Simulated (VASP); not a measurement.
# VOs (P-6m2) in VASP: further runs, part 2 of 2

VASP 6.6.1. Earlier steps stand in the parts before.

## (3) Single point, LDA, collinear spin, ferromagnetic start

The input, INCAR:

```
SYSTEM = VOs
ALGO = Normal
EDIFF = 1E-6
ENCUT = 520
GGA = CA
ISIF = 2
ISMEAR = -1
ISPIN = 2
LASPH = .True.
LCHARG = .True.
LELF = .True.
LMAXMIX = 4
LORBIT = 11
LREAL = .False.
LVHAR = .True.
LWAVE = .False.
MAGMOM = 0.89 0.09
NBANDS = 22
NELM = 150
NUPDOWN = 1.1
PREC = Accurate
SIGMA = 0.1
```

The input, KPOINTS:

```
k-points
0
Gamma
  11 11 7
  0 0 0
```

The input, POSCAR:

```
VOs
1.0
    2.7634120100      0.0000000000      0.0000000000
   -1.3817060000      2.3931850000      0.0000000000
    0.0000000000      0.0000000000      4.2580210000
V Os
1 1
Direct
    0.6666666687      0.3333333278      0.0000000000
    0.0000000000      0.0000000000      0.5000000000
```

Potentials or basis: VASP PAW LDA potentials, release 64 (V_sv, Os).

Launch:

```console
$ cat potpaw_LDA.64/V_sv/POTCAR potpaw_LDA.64/Os/POTCAR > POTCAR
$ mpirun -np 1 vasp_std > vasp.out
```

OUTCAR:

```text
SYSTEM = VOs
   EDIFF = 1E-6
   ENCUT = 520
   GGA = CA
   ISIF = 2
   ISMEAR = -1
   ISPIN = 2
   LASPH = .True.
   LORBIT = 11
   LREAL = .False.
   NELM = 150
   NUPDOWN = 1.1
   PREC = Accurate

 ion  position               nearest neighbor table
   1  0.667  0.333  0.000-   2 2.66   2 2.66   2 2.66   2 2.66   2 2.66   2 2.66
   2  0.000  0.000  0.500-   1 2.66   1 2.66   1 2.66   1 2.66   1 2.66   1 2.66

  LATTYP: Found a hexagonal cell.
 ALAT       =     2.7634120100
 C/A-ratio  =     1.5408563705

  Lattice vectors:

 A1 = (   2.7634120100,   0.0000000000,   0.0000000000)
 A2 = (  -1.3817060000,   2.3931850000,   0.0000000000)
 A3 = (   0.0000000000,   0.0000000000,   4.2580210000)

Analysis of symmetry for initial positions (statically):
=====================================================================
 Subroutine PRICEL returns:
 Original cell was already a primitive cell.

 Routine SETGRP: Setting up the symmetry group for a
 hexagonal supercell.

 Subroutine GETGRP returns: Found 12 space group operations
 (whereof 12 operations were pure point group operations)
 out of a pool of 24 trial point group operations.

The static configuration has the point symmetry D_3h.

Analysis of symmetry for dynamics (positions and initial velocities):
=====================================================================
 Subroutine PRICEL returns:
 Original cell was already a primitive cell.

 Routine SETGRP: Setting up the symmetry group for a
 hexagonal supercell.

 Subroutine GETGRP returns: Found 12 space group operations
 (whereof 12 operations were pure point group operations)
 out of a pool of 24 trial point group operations.

The dynamic configuration has the point symmetry D_3h.

Analysis of structural, dynamic, and magnetic symmetry:
=====================================================================
 Subroutine PRICEL returns:
 Original cell was already a primitive cell.

 Routine SETGRP: Setting up the symmetry group for a
 hexagonal supercell.

 Subroutine GETGRP returns: Found 12 space group operations
 (whereof 12 operations were pure point group operations)
 out of a pool of 24 trial point group operations.

The overall configuration has the point symmetry D_3h.

 Subroutine INISYM returns: Found 12 space group operations
 (whereof 12 operations are pure point group operations),
 and found     1 'primitive' translations

----------------------------------------------------------------------------------------

                                     Primitive cell

  volume of cell :      28.1598

  direct lattice vectors                    reciprocal lattice vectors
     2.763412010  0.000000000  0.000000000     0.361871482  0.208926597  0.000000000
    -1.381706000  2.393185000  0.000000000     0.000000000  0.417853196  0.000000000
     0.000000000  0.000000000  4.258021000     0.000000000  0.000000000  0.234850885

  length of vectors
     2.763412010  2.763412006  4.258021000     0.417853195  0.417853196  0.234850885

  position of ions in fractional coordinates (direct lattice)
     0.666666669  0.333333328  0.000000000
     0.000000000  0.000000000  0.500000000

  ion indices of the primitive-cell ions
   primitive index   ion index
                 1           1
[... 65 lines left out ...]
   ISTART =      0    job   : 0-new  1-cont  2-samecut
   ICHARG =      2    charge: 1-file 2-atom 10-const
   ISPIN  =      2    spin polarized calculation?
   LNONCOLLINEAR =      F non collinear calculations
   LSORBIT =      F    spin-orbit coupling
   LASPH  =      T    aspherical Exc in radial PAW
   ENCUT  =  520.0 eV  38.22 Ry    6.18 a.u.   5.14  5.14  7.92*2*pi/ulx,y,z
   NELM   =    150;   NELMIN=  2; NELMDL= -5     # of ELM steps
   EDIFF  = 0.1E-05   stopping-criterion for ELM
   LREAL  =      F    real-space projection
   EDIFFG = 0.1E-04   stopping-criterion for IOM
   NSW    =      0    number of steps for IOM
   IBRION =     -1    ionic relax: 0-MD 1-quasi-New 2-CG
   NFREE  =      0    steps in history (QN), initial steepest desc. (CG)
   ISIF   =      2    stress and relaxation
   ISYM   =      2    0-nonsym 1-usesym 2-fastsym
   POTIM  = 0.5000    time-step for ionic-motion
   TEBEG  =    0.0;   TEEND  =   0.0 temperature during run
   PSTRESS=    0.0 pullay stress
   NELECT =      21.0000    total number of electrons
   NUPDOWN=       1.1000    fix difference up-down
   EMIN   =  10.00;   EMAX   =-10.00  energy-range for DOS
   EFERMI =   0.00;   METHOD = LEGACY
   ISMEAR =    -1;   SIGMA  =   0.10  broadening in eV -4-tet -1-fermi 0-gaus
   EFERMI_NEDOS =   21; number of points for ismear=-14 and -15
   IALGO  =     38    algorithm
   IMIX   =      4    mixing-type and parameters
     AMIX     =   0.40;   BMIX     =  1.00
     AMIX_MAG =   1.60;   BMIX_MAG =  1.00
  volume/ion in A,a.u.               =      14.08        95.02
  Fermi-wavevector in a.u.,A,eV,Ry     =   1.484584  2.805456 29.987088  2.203989
  Thomas-Fermi vector in A             =   2.598102
   LORBIT       =     11    0 simple, 1 ext, 2 COOP (PROOUT), +10 PAW based schemes
   GGA     = CA    functional components
   LHFCALC =     F    Hartree Fock is set to
   AEXX    =    0.0000 exact exchange contribution
   IVDW    =     0    specifies the selected vdW correction
   LEPSILON=     F    determine dielectric tensor
   LRPA    =     F    only Hartree local field effects (RPA)
 spin polarized calculation
  energy-cutoff  :      520.00
  volume of cell :       28.16
 maximum number of plane-waves:       769
 NGX is ok and might be reduce to    24
   NGX = 11   NGY = 11   NGZ = 15

 number of electron      20.9999997 magnetization       1.0999839

 Free energy of the ion-electron system (eV)
  ---------------------------------------------------
  ext. energy  EPLUGINS =         0.00000000
  ---------------------------------------------------
  free energy    TOTEN  =       -22.50812312 eV

  energy without entropy =      -22.42267129  energy(sigma->0) =      -22.46539720

 E-fermi :   8.9073     XC(G=0): -13.5588

 val. band max:        9.1534275361   @ k =   0.2727   0.0000   0.0000
 cond. band min:       8.9112678477   @ k =   0.0000   0.0000   0.1429
 fundamental gap:     -0.2421596884
 Fermi energy:         9.1552651207

 spin component 1

 k-point     1 :       0.0000    0.0000    0.0000
  band No.  band energies     occupation
      1     -54.5942      1.00000
      2     -28.8545      1.00000
      3     -28.5754      1.00000
      4     -28.5754      1.00000
      5       0.0853      1.00000
      6       3.5494      1.00000
[... 589 lines left out ...]
     21      27.8604      0.00000
     22      29.7381      0.00000

 [... further k-points ...]

 spin component 2

 k-point     1 :       0.0000    0.0000    0.0000
  band No.  band energies     occupation
      1     -53.8722      1.00000
      2     -28.1953      1.00000
      3     -27.8397      1.00000
      4     -27.8397      1.00000
      5       0.2823      1.00000
      6       3.8100      1.00000
[... 589 lines left out ...]
     21      28.1044      0.00000
     22      29.9517      0.00000

 [... further k-points ...]

------------------------ aborting loop because EDIFF is reached ----------------------------------------

  FORCE on cell =-STRESS in cart. coord.  units (eV):
  Direction    XX          YY          ZZ          XY          YZ          ZX
  --------------------------------------------------------------------------------------
  -------------------------------------------------------------------------------------
  Total       -2.3209770     -2.3209770     -2.7225161     -0.0000000      0.0000000      0.0000000
  in kB     -132.0540425   -132.0540423   -154.8999658     -0.0000003      0.0000000      0.0000000
  external PRESSURE =    -139.6693502 kB  Pullay stress =       0.0000000 kB

 VOLUME and BASIS-vectors are now :
 -----------------------------------------------------------------------------
  energy-cutoff  :      520.00
  volume of cell :       28.16
      direct lattice vectors                 reciprocal lattice vectors
     2.763412010  0.000000000  0.000000000     0.361871482  0.208926597  0.000000000
    -1.381706000  2.393185000  0.000000000     0.000000000  0.417853196  0.000000000
     0.000000000  0.000000000  4.258021000     0.000000000  0.000000000  0.234850885

 POSITION                                       TOTAL-FORCE (eV/Angst)
 -----------------------------------------------------------------------------------
      1.38171      0.79773      0.00000        -0.000000      0.000000      0.000000
      0.00000      0.00000      2.12901         0.000000     -0.000000      0.000000
 -----------------------------------------------------------------------------------
    total drift:                               -0.000023      0.000023     -0.000000

  FREE ENERGIE OF THE ION-ELECTRON SYSTEM (eV)
  ---------------------------------------------------
  free  energy   TOTEN  =       -22.5081231185 eV

  energy  without entropy=      -22.4226712871  energy(sigma->0) =      -22.46539720

 total charge

# of ion       s       p       d       tot
------------------------------------------
    1        2.322   6.230   3.075  11.627
    2        0.686   0.651   6.233   7.569
--------------------------------------------------
tot          3.007   6.881   9.308  19.196

 magnetization (x)

# of ion       s       p       d       tot
------------------------------------------
    1        0.010   0.032   0.783   0.825
    2       -0.000   0.051   0.084   0.135
--------------------------------------------------
tot          0.010   0.083   0.867   0.960
```

stdout:

```text
POSCAR found type information on POSCAR V Os
 POSCAR found :  2 types and       2 ions
 scaLAPACK will be used
 LDA part: xc-table for (Slater(with rela. corr.)+CA(PZ))
 , standard interpolation
 POSCAR, INCAR and KPOINTS ok, starting setup
 FFT: planning ... GRIDC
 FFT: planning ... GRID_SOFT
 FFT: planning ... GRID
 WAVECAR not read
 entering main loop
```

It took 52 s on 1 thread of Intel Xeon Platinum 8488C (Sapphire Rapids), shared host; peak memory 0.19 GiB.

Results:

- Free energy: -22.5081 eV
- Pressure: -14.0 GPa
- Net moment: 1.10 μB per cell
- Site moments: V +0.82; Os +0.14 μB
- Valence electrons inside the program's atomic spheres: V 11.63; Os 7.57

Caveat: spin-orbit coupling is left out, which moves the levels of the heavy elements; the total moment is fixed, so each spin has its own Fermi level.
